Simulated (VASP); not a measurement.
# V (Im-3m) in VASP: notebook, part 2 of 2

VASP 6.6.1. The steps go on from the part before.

## (3) Relaxation of cell and atoms, PBE

This run uses another cell than the first one, of 13.85 Å³/atom, 1.019 times its volume.

The input, INCAR:

```
SYSTEM = V
ALGO = Normal
EDIFF = 1E-6
EDIFFG = -0.005
ENCUT = 600
GGA = PE
IBRION = 2
ISIF = 3
ISMEAR = 0
LASPH = .True.
LCHARG = .False.
LREAL = .False.
LWAVE = .False.
NELM = 60
NSW = 100
PREC = Accurate
SIGMA = 0.1
```

The input, KPOINTS:

```
k-points
0
Gamma
  20 20 20
  0 0 0
```

The input, POSCAR:

```
V
1.0
   -1.5130000000      1.5130000000      1.5130000000
    1.5130000000     -1.5130000000      1.5130000000
    1.5130000000      1.5130000000     -1.5130000000
V
1
Direct
    0.0000000000      0.0000000000      0.0000000000
```

Potentials or basis: VASP PAW PBE potentials, release 64 (V_sv).

The run is started by

```bash
$ cat potpaw_PBE.64/V_sv/POTCAR > POTCAR
$ mpirun -np 1 vasp_std > vasp.out
```

Wall time 69 s (1 thread of Intel Xeon Platinum 8259CL at 2.50GHz (Skylake/Cascade Lake), shared host); peak memory 0.18 GiB.

The run converged. Its results:

```yaml
Free_energy: -8.9970 eV
Relaxed_volume: 13.47 Å³/atom
Relaxed_cell: a = 2.596 Å, b = 2.596 Å, c = 2.596 Å, α = 109.47°, β = 109.47°, γ = 109.47°
Space_group_after_relaxing_to_0.05_Å: Im-3m (No. 229)
Energy_gained_by_relaxing: 5.9 meV/atom
Ionic_steps: 6
Pressure_after_relaxing: 0.0 GPa
```

The path:
```tsv
step	energy change (eV)	largest force (eV/Å)	pressure (GPa)	volume (Å³)
1	0.0000	0.0000	-4.86	13.85
2	0.0028	0.0000	6.51	13.03
3	-0.0059	0.0000	-0.06	13.47
4	-0.0059	0.0000	0.10	13.47
5	-0.0059	0.0000	-0.13	13.48
6	-0.0059	0.0000	0.03	13.47
```

Final structure:
```
V
1.0
    -1.49894    1.49894    1.49894
     1.49894   -1.49894    1.49894
     1.49894    1.49894   -1.49894
V
1
Direct
  0.00000 0.00000 0.00000
```

Levels at points of the mesh, in eV from the Fermi level:
| k point | band 5 | band 6 | band 7 | band 8 | band 9 | band 10 |
| --- | --- | --- | --- | --- | --- | --- |
| (0.00, 0.00, 0.00) | -6.58 | 0.41 | 0.41 | 0.41 | 2.42 | 2.42 |
| (0.50, 0.00, 0.00) | -3.17 | -1.13 | 1.64 | 2.42 | 2.78 | 4.11 |
| (0.50, 0.50, 0.50) | -2.99 | -2.99 | 3.72 | 3.72 | 3.72 | 10.21 |

## (4) Single point, PBE

This run uses another cell than the first one, of 11.11 Å³/atom, 0.817 times its volume.

The input, INCAR:

```
ALGO = Normal
EDIFF = 1E-6
ENCUT = 520
GGA = PE
ISIF = 2
ISMEAR = 0
LASPH = T
LCHARG = T
LELF = T
LREAL = F
LVHAR = T
LWAVE = F
NBANDS = 12
NELM = 80
PREC = Accurate
SIGMA = 0.1
```

The input, KPOINTS:

```
k-points
0
Gamma
  20 20 20
```

The input, POSCAR:

```
V
1.0
   -1.4054830309      1.4054830309      1.4054830309
    1.4054830309     -1.4054830309      1.4054830309
    1.4054830309      1.4054830309     -1.4054830309
V
1
Direct
    0.0000000000      0.0000000000      0.0000000000
```

Potentials or basis: VASP PAW PBE potentials, release 64 (V_sv).

The run is started by

```bash
$ cat potpaw_PBE.64/V_sv/POTCAR > POTCAR
$ mpirun -np 1 vasp_std > vasp.out
```

OUTCAR:

```text
EDIFF = 1E-6
   ENCUT = 520
   GGA = PE
   ISIF = 2
   ISMEAR = 0
   LASPH = T
   LREAL = F
   NELM = 80
   PREC = Accurate

 ion  position               nearest neighbor table
   1  0.000  0.000  0.000-

  LATTYP: Found a body centered cubic cell.
 ALAT       =     2.8109660618

  Lattice vectors:

 A1 = (  -1.4054830309,   1.4054830309,   1.4054830309)
 A2 = (   1.4054830309,  -1.4054830309,   1.4054830309)
 A3 = (   1.4054830309,   1.4054830309,  -1.4054830309)

Analysis of symmetry for initial positions (statically):
=====================================================================
 Subroutine PRICEL returns:
 Original cell was already a primitive cell.

 Routine SETGRP: Setting up the symmetry group for a
 body centered cubic supercell.

 Subroutine GETGRP returns: Found 48 space group operations
 (whereof 48 operations were pure point group operations)
 out of a pool of 48 trial point group operations.

The static configuration has the point symmetry O_h .

Analysis of symmetry for dynamics (positions and initial velocities):
=====================================================================
 Subroutine PRICEL returns:
 Original cell was already a primitive cell.

 Routine SETGRP: Setting up the symmetry group for a
 body centered cubic supercell.

 Subroutine GETGRP returns: Found 48 space group operations
 (whereof 48 operations were pure point group operations)
 out of a pool of 48 trial point group operations.

The dynamic configuration has the point symmetry O_h .

 Subroutine INISYM returns: Found 48 space group operations
 (whereof 48 operations are pure point group operations),
 and found     1 'primitive' translations

----------------------------------------------------------------------------------------

                                     Primitive cell

  volume of cell :      11.1055

  direct lattice vectors                    reciprocal lattice vectors
[... 111 lines left out ...]
   LHFCALC =     F    Hartree Fock is set to
   AEXX    =    0.0000 exact exchange contribution
   IVDW    =     0    specifies the selected vdW correction
   LEPSILON=     F    determine dielectric tensor
   LRPA    =     F    only Hartree local field effects (RPA)
 non-spin polarized calculation
 Gauss-broadening in eV      SIGMA  =   0.10
  energy-cutoff  :      520.00
  volume of cell :       11.11
 maximum number of plane-waves:       321
   NGX =  9   NGY =  9   NGZ =  9

 number of electron      13.0000005 magnetization

 Free energy of the ion-electron system (eV)
  ---------------------------------------------------
  ext. energy  EPLUGINS =         0.00000000
  ---------------------------------------------------
  free energy    TOTEN  =        -8.67314115 eV

  energy without entropy =       -8.66591736  energy(sigma->0) =       -8.66952926

 E-fermi :  12.3455     XC(G=0): -13.9865

 val. band max:       12.3405482877   @ k =  -0.3000   0.4500   0.1500
 cond. band min:      12.3575713435   @ k =  -0.1500   0.1500   0.0500
 fundamental gap:      0.0170230559
 Fermi energy:        12.3454632784

 k-point     1 :       0.0000    0.0000    0.0000
  band No.  band energies     occupation
      1     -51.2314      2.00000
      2     -24.1008      2.00000
      3     -24.1008      2.00000
      4     -24.1008      2.00000
      5       5.4310      2.00000
      6      12.7480      0.00000
      7      12.7480      0.00000
      8      12.7480      0.00000
      9      15.2975      0.00000
     10      15.2975      0.00000
     11      34.3314      0.00000
     12      34.3314      0.00000
[... 331 lines left out ...]
 k-point    24 :       0.2500    0.1000   -0.0000
  band No.  band energies     occupation
      1     -50.9451      2.00000
      2     -25.1999      2.00000
      3     -24.4446      2.00000
      4     -24.1673      2.00000
      5       8.6300      2.00000
      6      11.3642      2.00000
      7      12.0468      1.99998
      8      14.8219      0.00000
      9      15.7143      0.00000
     10      16.1048      0.00000
     11      29.6001      0.00000
     12      31.4890      0.00000

 [... further k-points ...]

------------------------ aborting loop because EDIFF is reached ----------------------------------------

  FORCE on cell =-STRESS in cart. coord.  units (eV):
  Direction    XX          YY          ZZ          XY          YZ          ZX
  --------------------------------------------------------------------------------------
  -------------------------------------------------------------------------------------
  Total        3.5102030      3.5102030      3.5102030      0.0000000     -0.0000000      0.0000000
  in kB      506.4143465    506.4143465    506.4143465      0.0000000     -0.0000000      0.0000000
  external PRESSURE =     506.4143465 kB  Pullay stress =       0.0000000 kB

 VOLUME and BASIS-vectors are now :
 -----------------------------------------------------------------------------
  energy-cutoff  :      520.00
  volume of cell :       11.11
      direct lattice vectors                 reciprocal lattice vectors
    -1.405483031  1.405483031  1.405483031     0.000000000  0.355749581  0.355749581
     1.405483031 -1.405483031  1.405483031     0.355749581  0.000000000  0.355749581
     1.405483031  1.405483031 -1.405483031     0.355749581  0.355749581  0.000000000

 POSITION                                       TOTAL-FORCE (eV/Angst)
 -----------------------------------------------------------------------------------
      0.00000      0.00000      0.00000         0.000000      0.000000      0.000000
 -----------------------------------------------------------------------------------
    total drift:                                0.000000     -0.000000     -0.000000

  FREE ENERGIE OF THE ION-ELECTRON SYSTEM (eV)
  ---------------------------------------------------
  free  energy   TOTEN  =        -8.6731411548 eV

  energy  without entropy=       -8.6659173557  energy(sigma->0) =       -8.66952926
```

OSZICAR:

```text
N       E                     dE             d eps       ncg     rms          rms(c)
DAV:   1     0.871174044803E+02    0.87117E+02   -0.70009E+03  6176   0.122E+03
DAV:   2    -0.856014975431E+01   -0.95678E+02   -0.92710E+02  6316   0.331E+02
DAV:   3    -0.968853523471E+01   -0.11284E+01   -0.11262E+01  6672   0.419E+01
DAV:   4    -0.969364490694E+01   -0.51097E-02   -0.51096E-02  6588   0.297E+00
DAV:   5    -0.969370069645E+01   -0.55790E-04   -0.55790E-04  6704   0.292E-01    0.243E+01
DAV:   6    -0.871090438722E+01    0.98280E+00   -0.19145E+00  6368   0.241E+01    0.538E+00
DAV:   7    -0.867932489114E+01    0.31579E-01   -0.37973E-02  6836   0.286E+00    0.180E+00
DAV:   8    -0.867323794188E+01    0.60869E-02   -0.81901E-03  6176   0.142E+00    0.687E-02
DAV:   9    -0.867313614672E+01    0.10180E-03   -0.21579E-04  6592   0.256E-01    0.380E-02
DAV:  10    -0.867314041659E+01   -0.42699E-05   -0.70238E-06  6440   0.338E-02    0.133E-03
DAV:  11    -0.867314115477E+01   -0.73818E-06   -0.12244E-07  3340   0.567E-03
   1 F= -.86731412E+01 E0= -.86695293E+01  d E =-.722380E-02
```

stdout:

```text
POSCAR found type information on POSCAR V
 POSCAR found :  1 types and       1 ions
 scaLAPACK will be used
 LDA part: xc-table for (Slater+PW92), standard interpolation
 POSCAR, INCAR and KPOINTS ok, starting setup
 FFT: planning ... GRIDC
 FFT: planning ... GRID_SOFT
 FFT: planning ... GRID
 WAVECAR not read
 entering main loop
```

Run time: 14 s. Hardware: 1 thread of Intel Xeon Platinum 8488C (Sapphire Rapids), shared host; peak memory 0.14 GiB.

Results:

```yaml
Free_energy: -8.6731 eV
Pressure: 50.6 GPa
```

Levels at points of the mesh, in eV from the Fermi level:
```tsv
k point	band 4	band 5	band 6	band 7	band 8	band 9
(0.00, 0.00, 0.00)	-36.45	-6.91	0.40	0.40	0.40	2.95
(0.50, 0.00, 0.00)	-36.47	-3.92	-1.60	2.51	3.02	3.47
(0.50, 0.50, 0.50)	-37.52	-4.04	-4.04	4.71	4.71	4.71
```

## (5) The runs side by side

| task | cell | cutoff (eV) | gap on the mesh (eV) | pressure (GPa) |
| --- | --- | --- | --- | --- |
| relaxation of cell and atoms | relaxed to -1 GPa from a = 2.604 Å, angles 109.5°, 1 atom | 600 | none | -1.0 |
| relaxation of cell and atoms | relaxed from a = 2.621 Å, angles 109.5°, 1 atom | 600 | none | 0.0 |
| single point | a = 2.434 Å, angles 109.5°, 1 atom | 520 | none | 50.6 |

Alike in all rows: level PBE; potentials or basis VASP PAW PBE potentials, release 64 (V_sv); no spin polarisation; k mesh 20 × 20 × 20; smearing gaussian 0.1 eV.

Caveats: the cell is relaxed towards a set pressure, so the enthalpy falls and the energy may rise (some runs).

Absolute energies hang on the potentials; compare differences alone.
